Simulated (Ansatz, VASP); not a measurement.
**GaP: VASP beside Ansatz**

```
CELL_PARAMETERS angstrom
0.00000 2.75274 2.75274
2.75274 0.00000 2.75274
2.75274 2.75274 0.00000
ATOMIC_POSITIONS crystal
Ga 0.00000 0.00000 0.00000
P 0.75000 0.75000 0.75000
```

Alike in both runs: functional PBE; k mesh 6 × 6 × 6; no spin polarisation.

Ansatz relaxed the structure, and its values are those at the end. VASP's run is a single point on that final structure, the one shown.

|  | VASP | Ansatz |
| --- | --- | --- |
| version | VASP 6.6.1 | Ansatz 0.2.0 |
| potentials or method | VASP PAW PBE potentials, release 64 (Ga_d, P) | plane waves, PAW |
| plane-wave cutoff (eV) | 500 | 420 |
| occupations | gaussian, width 0.01 eV | fixed |
| valence electrons in the cell | 18 | 18 |

|  | VASP | Ansatz | Ansatz less VASP |
| --- | --- | --- | --- |
| pressure (GPa) | 0.0 | 0.0 | +0.08 |
